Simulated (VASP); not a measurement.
# Mg2TlO in VASP: a series of runs

The runs below take Mg2TlO through single point, with PBE.

All numbers are computed with VASP 6.6.1; they aren't measurements. Logs are shortened: lines on timing, memory, paths and dates and some standing lists are left out, and cuts for length are marked.

## (1) The cell of the first run

The cell holds a sheet with vacuum, 4 atoms: a = 5.254 Å, b = 5.254 Å, c = 23.800 Å, α = 90.00°, β = 90.00°, γ = 90.00°.

The cell was generated, and may not be a known phase.

## (2) Single point, PBE

The input, INCAR:

```
SYSTEM = Mg2TlO
PREC = Accurate
ENCUT = 520
EDIFF = 1E-6
ISMEAR = 0
SIGMA = 0.1
LREAL = .False.
LASPH = .True.
NELM = 100
ALGO = Normal
ISIF = 2
LWAVE = .False.
LCHARG = .True.
LDIPOL = .True.
IDIPOL = 3
DIPOL = 0.5 0.5 0.294
GGA = PE
LELF = .True.
LVHAR = .True.
LVACPOTAV = .True.
NBANDS = 20
```

The input, KPOINTS:

```
Automatic mesh
0
Gamma
  10 10 1
  0 0 0
```

The input, POSCAR:

```
Mg2TlO
1.0
    5.2543191800      0.0000000000      0.0000000000
    0.0000000000      5.2543191800      0.0000000000
    0.0000000000      0.0000000000     23.8000000000
Mg Tl O
2 1 1
Direct
    0.5000000000      0.0000000000      0.2941176471
    0.0000000000      0.5000000000      0.2941176471
    0.5000000000      0.5000000000      0.2941176471
    0.0000000000      0.0000000000      0.2941176471
```

Potentials or basis: VASP PAW PBE potentials, release 64 (Mg, Tl_d, O).

Launch:

```console
$ cat potpaw_PBE.64/Mg/POTCAR potpaw_PBE.64/Tl_d/POTCAR potpaw_PBE.64/O/POTCAR > POTCAR
$ mpirun -np 1 vasp_std > vasp.out
```

OUTCAR:

```text
SYSTEM = Mg2TlO
   PREC = Accurate
   ENCUT = 520
   EDIFF = 1E-6
   ISMEAR = 0
   LREAL = .False.
   LASPH = .True.
   NELM = 100
   ISIF = 2
   GGA = PE

 ion  position               nearest neighbor table
   1  0.500  0.000  0.294-   3 2.63   4 2.63   3 2.63   4 2.63
   2  0.000  0.500  0.294-   3 2.63   4 2.63   4 2.63   3 2.63
   3  0.500  0.500  0.294-   1 2.63   2 2.63   1 2.63   2 2.63
   4  0.000  0.000  0.294-   1 2.63   2 2.63   2 2.63   1 2.63

  LATTYP: Found a simple tetragonal cell.
 ALAT       =     5.2543191800
 C/A-ratio  =     4.5296068215

  Lattice vectors:

 A1 = (   5.2543191800,   0.0000000000,   0.0000000000)
 A2 = (   0.0000000000,   5.2543191800,   0.0000000000)
 A3 = (   0.0000000000,   0.0000000000,  23.8000000000)

Analysis of symmetry for initial positions (statically):
=====================================================================
 Subroutine PRICEL returns:
 Original cell was already a primitive cell.

 Routine SETGRP: Setting up the symmetry group for a
 simple tetragonal supercell.

 Subroutine GETGRP returns: Found 16 space group operations
 (whereof  8 operations were pure point group operations)
 out of a pool of 16 trial point group operations.

The static configuration has the point symmetry C_4v.
 The point group associated with its full space group is D_4h.

Analysis of symmetry for dynamics (positions and initial velocities):
=====================================================================
 Subroutine PRICEL returns:
 Original cell was already a primitive cell.

 Routine SETGRP: Setting up the symmetry group for a
 simple tetragonal supercell.

 Subroutine GETGRP returns: Found 16 space group operations
 (whereof  8 operations were pure point group operations)
 out of a pool of 16 trial point group operations.

The dynamic configuration has the point symmetry C_4v.
 The point group associated with its full space group is D_4h.

 Subroutine INISYM returns: Found 16 space group operations
 (whereof  8 operations are pure point group operations),
 and found     1 'primitive' translations

----------------------------------------------------------------------------------------

                                     Primitive cell

  volume of cell :     657.0673

  direct lattice vectors                    reciprocal lattice vectors
     5.254319180  0.000000000  0.000000000     0.190319614  0.000000000  0.000000000
     0.000000000  5.254319180  0.000000000     0.000000000  0.190319614  0.000000000
     0.000000000  0.000000000 23.800000000     0.000000000  0.000000000  0.042016807

  length of vectors
     5.254319180  5.254319180 23.800000000     0.190319614  0.190319614  0.042016807

  position of ions in fractional coordinates (direct lattice)
     0.500000000  0.000000000  0.294117647
     0.000000000  0.500000000  0.294117647
     0.500000000  0.500000000  0.294117647
     0.000000000  0.000000000  0.294117647

  ion indices of the primitive-cell ions
   primitive index   ion index
                 1           1
                 2           2
                 3           3
                 4           4

----------------------------------------------------------------------------------------

 KPOINTS: Automatic mesh

Automatic generation of k-mesh.
 Grid dimensions read from file:
 generate k-points for:   10   10    1

 Generating k-lattice:

  Cartesian coordinates                     Fractional coordinates (reciprocal lattice)
     0.019031961  0.000000000  0.000000000     0.100000000  0.000000000  0.000000000
     0.000000000  0.019031961  0.000000000     0.000000000  0.100000000  0.000000000
     0.000000000  0.000000000  0.042016807     0.000000000  0.000000000  1.000000000

  Length of vectors
     0.019031961  0.019031961  0.042016807

  Shift w.r.t. Gamma in fractional coordinates (k-lattice)
     0.000000000  0.000000000  0.000000000

 Subroutine IBZKPT returns following result:
 ===========================================

 Found     21 irreducible k-points:

 Following reciprocal coordinates:
            Coordinates               Weight
  0.000000  0.000000  0.000000      1.000000
  0.100000  0.000000  0.000000      4.000000
  0.200000  0.000000  0.000000      4.000000
  0.300000  0.000000  0.000000      4.000000
  0.400000  0.000000  0.000000      4.000000
  0.500000  0.000000  0.000000      2.000000
[... 13 lines left out ...]
  0.500000  0.400000  0.000000      4.000000
  0.500000  0.500000  0.000000      1.000000
   k-points           NKPTS =     21   k-points in BZ     NKDIM =     21   number of bands    NBANDS=     20
   number of dos      NEDOS =    301   number of ions     NIONS =      4
   total plane-waves  NPLWV = 288000
   dimension x,y,z NGX =    40 NGY =   40 NGZ =  180
   dimension x,y,z NGXF=    80 NGYF=   80 NGZF=  360
   ions per type =               2   1   1
   NGX,Y,Z   is equivalent  to a cutoff of  12.66, 12.66, 12.57 a.u.
   NGXF,Y,Z  is equivalent  to a cutoff of  25.31, 25.31, 25.15 a.u.
 SYSTEM =  Mg2TlO
   PREC   = accura    normal or accurate (medium, high low for compatibility)
   ISTART =      0    job   : 0-new  1-cont  2-samecut
   ICHARG =      2    charge: 1-file 2-atom 10-const
   ISPIN  =      1    spin polarized calculation?
   LNONCOLLINEAR =      F non collinear calculations
   LSORBIT =      F    spin-orbit coupling
   LASPH  =      T    aspherical Exc in radial PAW
   ENCUT  =  520.0 eV  38.22 Ry    6.18 a.u.   9.77  9.77 44.25*2*pi/ulx,y,z
   NELM   =    100;   NELMIN=  2; NELMDL= -5     # of ELM steps
   EDIFF  = 0.1E-05   stopping-criterion for ELM
   LREAL  =      F    real-space projection
   EDIFFG = 0.1E-04   stopping-criterion for IOM
   NSW    =      0    number of steps for IOM
   IBRION =     -1    ionic relax: 0-MD 1-quasi-New 2-CG
   NFREE  =      0    steps in history (QN), initial steepest desc. (CG)
   ISIF   =      2    stress and relaxation
   ISYM   =      2    0-nonsym 1-usesym 2-fastsym
   POTIM  = 0.5000    time-step for ionic-motion
   TEBEG  =    0.0;   TEEND  =   0.0 temperature during run
   PSTRESS=    0.0 pullay stress
   NELECT =      23.0000    total number of electrons
   NUPDOWN=      -1.0000    fix difference up-down
   EMIN   =  10.00;   EMAX   =-10.00  energy-range for DOS
   EFERMI =   0.00;   METHOD = LEGACY
   ISMEAR =     0;   SIGMA  =   0.10  broadening in eV -4-tet -1-fermi 0-gaus
   EFERMI_NEDOS =   21; number of points for ismear=-14 and -15
   IALGO  =     38    algorithm
   IMIX   =      4    mixing-type and parameters
     AMIX     =   0.40;   BMIX     =  1.00
     AMIX_MAG =   1.60;   BMIX_MAG =  1.00
  volume/ion in A,a.u.               =     164.27      1108.53
  Fermi-wavevector in a.u.,A,eV,Ry     =   0.535526  1.011998  3.901994  0.286788
  Thomas-Fermi vector in A             =   1.560430
   LORBIT       =      0    0 simple, 1 ext, 2 COOP (PROOUT), +10 PAW based schemes
   GGA     = PE    functional components
   LHFCALC =     F    Hartree Fock is set to
   AEXX    =    0.0000 exact exchange contribution
   IVDW    =     0    specifies the selected vdW correction
   LEPSILON=     F    determine dielectric tensor
   LRPA    =     F    only Hartree local field effects (RPA)
 non-spin polarized calculation
 Gauss-broadening in eV      SIGMA  =   0.10
  energy-cutoff  :      520.00
  volume of cell :      657.07
 maximum number of plane-waves:     17740
 NGX is ok and might be reduce to    40
   NGX = 19   NGY = 19   NGZ = 89

 dipolmoment           0.000000      0.000000     -0.000002 electrons x Angstroem

 number of electron      22.9999999 magnetization

 dipolmoment           0.000000      0.000000      0.000006 electrons x Angstroem

 Free energy of the ion-electron system (eV)
  ---------------------------------------------------
  ext. energy  EPLUGINS =         0.00000000
  ---------------------------------------------------
  free energy    TOTEN  =        -9.08019966 eV

  energy without entropy =       -9.03630270  energy(sigma->0) =       -9.05825118

 E-fermi :  -2.5811     XC(G=0):  -1.7299

 val. band max:       -2.6052070680   @ k =   0.3000   0.3000   0.0000
 cond. band min:      -2.5797471449   @ k =   0.3000   0.2000   0.0000
 fundamental gap:      0.0254599231
 Fermi energy:        -2.5810905398

 k-point     1 :       0.0000    0.0000    0.0000
  band No.  band energies     occupation
      1     -18.4274      2.00000
      2     -14.8475      2.00000
      3     -14.7420      2.00000
      4     -14.6499      2.00000
      5     -14.6499      2.00000
      6     -14.5705      2.00000
[... 12 lines left out ...]
     19       1.7907      0.00000
     20       2.0616      0.00000

 k-point     2 :       0.1000    0.0000    0.0000
  band No.  band energies     occupation
      1     -18.4262      2.00000
      2     -14.8450      2.00000
      3     -14.7414      2.00000
      4     -14.6502      2.00000
      5     -14.6499      2.00000
      6     -14.5709      2.00000
[... 12 lines left out ...]
     19       1.7423      0.00000
     20       1.8959      0.00000

 k-point     3 :       0.2000    0.0000    0.0000
  band No.  band energies     occupation
      1     -18.4231      2.00000
      2     -14.8386      2.00000
      3     -14.7393      2.00000
      4     -14.6507      2.00000
      5     -14.6498      2.00000
      6     -14.5718      2.00000
[... 12 lines left out ...]
     19       1.6476      0.00000
     20       2.0242      0.00000

 k-point     4 :       0.3000    0.0000    0.0000
  band No.  band energies     occupation
      1     -18.4193      2.00000
      2     -14.8315      2.00000
      3     -14.7362      2.00000
      4     -14.6514      2.00000
      5     -14.6497      2.00000
      6     -14.5729      2.00000
[... 360 lines left out ...]
 k-point    20 :       0.5000    0.4000    0.0000
  band No.  band energies     occupation
      1     -18.4100      2.00000
      2     -14.7948      2.00000
      3     -14.7240      2.00000
      4     -14.6518      2.00000
      5     -14.6515      2.00000
      6     -14.5662      2.00000
[... 12 lines left out ...]
     19       2.7907      0.00000
     20       3.1073      0.00000

 k-point    21 :       0.5000    0.5000    0.0000
  band No.  band energies     occupation
      1     -18.4094      2.00000
      2     -14.7920      2.00000
      3     -14.7228      2.00000
      4     -14.6517      2.00000
      5     -14.6517      2.00000
      6     -14.5653      2.00000
[... 12 lines left out ...]
     19       2.7568      0.00000
     20       2.8022      0.00000

------------------------ aborting loop because EDIFF is reached ----------------------------------------

  FORCE on cell =-STRESS in cart. coord.  units (eV):
  Direction    XX          YY          ZZ          XY          YZ          ZX
  --------------------------------------------------------------------------------------
  -------------------------------------------------------------------------------------
  Total       -0.1359134     -0.1359134     -0.0372901      0.0000000     -0.0000000      0.0000000
  in kB       -0.3314080     -0.3314080     -0.0909274      0.0000000     -0.0000000      0.0000000
  external PRESSURE =      -0.2512478 kB  Pullay stress =       0.0000000 kB

 VOLUME and BASIS-vectors are now :
 -----------------------------------------------------------------------------
  energy-cutoff  :      520.00
  volume of cell :      657.07
      direct lattice vectors                 reciprocal lattice vectors
     5.254319180  0.000000000  0.000000000     0.190319614  0.000000000  0.000000000
     0.000000000  5.254319180  0.000000000     0.000000000  0.190319614  0.000000000
     0.000000000  0.000000000 23.800000000     0.000000000  0.000000000  0.042016807

 POSITION                                       TOTAL-FORCE (eV/Angst)
 -----------------------------------------------------------------------------------
      2.62716      0.00000      7.00000        -0.000000      0.000000      0.000000
      0.00000      2.62716      7.00000        -0.000000      0.000000      0.000000
      2.62716      2.62716      7.00000        -0.000000     -0.000000     -0.000000
      0.00000      0.00000      7.00000         0.000000      0.000000      0.000000
 -----------------------------------------------------------------------------------
    total drift:                               -0.000000     -0.000000      0.000055

  FREE ENERGIE OF THE ION-ELECTRON SYSTEM (eV)
  ---------------------------------------------------
  free  energy   TOTEN  =        -9.0801996575 eV

  energy  without entropy=       -9.0363026967  energy(sigma->0) =       -9.05825118

 vacuum level on the upper side and lower side of the slab         0.908         0.908
```

Run time: 5.2 min. Hardware: 1 thread of AMD EPYC 9R45 (Zen 5), shared host; peak memory 0.77 GiB.

Results:

```yaml
Free_energy: -9.0802 eV
Band_gap_on_the_k_mesh: zero (an odd number of electrons rules out a gap without spin polarisation)
```

Caveat: spin-orbit coupling is left out, which moves the levels of the heavy elements; an odd number of electrons without spin polarisation forces a metal; a magnetic or distorted state may lie lower.

## (3) Single point, PBE

The input, INCAR:

```
PREC = Accurate
ENCUT = 520
EDIFF = 1E-7
ISMEAR = 0
SIGMA = 0.1
LREAL = False
LASPH = True
NELM = 60
ALGO = Normal
ISIF = 2
LWAVE = False
LCHARG = True
LDIPOL = True
IDIPOL = 3
DIPOL = 0.5 0.5 0.294
GGA = PE
LELF = True
LVHAR = True
LVACPOTAV = True
NBANDS = 20
```

The input, KPOINTS:

```
regular mesh
0
Gamma
  10 10 1
```

Edit POSCAR of step 2 so:

```diff
@@ -2,4 +2,4 @@
 1.0
-    5.2543191800      0.0000000000      0.0000000000
-    0.0000000000      5.2543191800      0.0000000000
+    5.2574832119      0.0000000000      0.0000000000
+    0.0000000000      5.2574832119      0.0000000000
     0.0000000000      0.0000000000     23.8000000000
```

Potentials or basis: VASP PAW PBE potentials, release 64 (Mg, Tl_d, O).

Launch:

```console
$ cat potpaw_PBE.64/Mg/POTCAR potpaw_PBE.64/Tl_d/POTCAR potpaw_PBE.64/O/POTCAR > POTCAR
$ mpirun -np 1 vasp_std > vasp.out
```

Wall time 5.6 min (1 thread of AMD EPYC 9R45 (Zen 5), shared host); peak memory 0.77 GiB.

The run converged. Its results:

| Property | Result |
| --- | --- |
| Free energy | -9.0801 eV |
| Band gap on the k mesh | zero (an odd number of electrons rules out a gap without spin polarisation) |
| Work function of the upper face | 3.49 eV |
| Work function of the lower face | 3.49 eV |

Levels at points of the mesh, in eV from the Fermi level:
```csv
k point,band 8,band 9,band 10,band 11,band 12,band 13,band 14,band 15,band 16,band 17
"(0.00, 0.00, 0.00)",-2.36,-2.36,-1.65,0.13,0.51,0.51,1.80,1.85,3.36,3.44
"(0.50, 0.00, 0.00)",-2.24,-1.98,-1.88,-1.32,-0.16,0.05,2.83,2.84,4.20,4.44
"(0.50, 0.50, 0.00)",-3.40,-3.40,-1.24,-0.04,-0.04,0.72,2.83,2.83,3.24,5.33
```

Caveat: spin-orbit coupling is left out, which moves the levels of the heavy elements; an odd number of electrons without spin polarisation forces a metal; a magnetic or distorted state may lie lower.

## (4) Single point, PBE

This run uses another cell than the first one.

The input, INCAR:

```
SYSTEM = Mg2TlO
ALGO = Normal
DIPOL = 0.5 0.5 0.500
EDIFF = 1E-6
ENCUT = 520
GGA = PE
IDIPOL = 3
ISIF = 2
ISMEAR = 0
LASPH = .True.
LCHARG = .False.
LDIPOL = .True.
LREAL = .False.
LWAVE = .False.
NBANDS = 20
NELM = 60
PREC = Accurate
SIGMA = 0.1
```

The input, KPOINTS:

```
k-points
0
Gamma
  4 4 1
  0 0 0
```

The input, POSCAR:

```
Mg2TlO
1.0
    6.0865660000      0.0000000000      0.0000000000
    0.0000000000      6.0865660000      0.0000000000
    0.0000000000      0.0000000000     14.0000000000
Mg Tl O
2 1 1
Direct
    0.5000000000      0.0000000000      0.5000000000
    0.0000000000      0.5000000000      0.5000000000
    0.5000000000      0.5000000000      0.5000000000
    0.0000000000      0.0000000000      0.5000000000
```

Launch:

```console
$ cat potpaw_PBE.64/Mg/POTCAR potpaw_PBE.64/Tl_d/POTCAR potpaw_PBE.64/O/POTCAR > POTCAR
$ mpirun -np 1 vasp_std > vasp.out
```

It took 3.2 min on 1 thread of Oxide Virtual Turin-like, shared host; peak memory 0.54 GiB.

Results (log left out):

| Item | Value |
| --- | --- |
| Free energy | -7.7168 eV |
| Band gap on the k mesh | zero (an odd number of electrons rules out a gap without spin polarisation) |

Levels at points of the mesh, in eV from the Fermi level:
```csv
k point,band 10,band 11,band 12,band 13,band 14,band 15
"(0.00, 0.00, 0.00)",-0.61,0.28,0.28,0.36,0.48,0.54
"(0.50, 0.00, 0.00)",-1.00,-0.42,-0.13,0.52,1.34,2.62
"(0.50, 0.50, 0.00)",-0.37,-0.03,-0.03,0.97,2.57,2.61
```

Caveat: spin-orbit coupling is left out, which moves the levels of the heavy elements; an odd number of electrons without spin polarisation forces a metal; a magnetic or distorted state may lie lower.

## (5) Overview

| cell | k mesh | gap on the mesh (eV) |
| --- | --- | --- |
| a = 5.254, b = 5.254, c = 23.800 Å, 4 atoms | 10 × 10 × 1 | none |
| a = 5.257, b = 5.257, c = 23.800 Å, 4 atoms | 10 × 10 × 1 | none |
| a = 6.087, b = 6.087, c = 14.000 Å, 4 atoms | 4 × 4 × 1 | none |

Alike in all rows: task single point; level PBE; potentials or basis VASP PAW PBE potentials, release 64 (Mg, Tl_d, O); no spin polarisation; cutoff (eV) 520; smearing gaussian 0.1 eV.

Caveats: spin-orbit coupling is left out, which moves the levels of the heavy elements; an odd number of electrons without spin polarisation forces a metal; a magnetic or distorted state may lie lower.

Total energies depend on the potentials used, so only differences within one code and one set of settings carry meaning.

The gap in the log of VASP goes by the Fermi energy; the results here count the filled bands.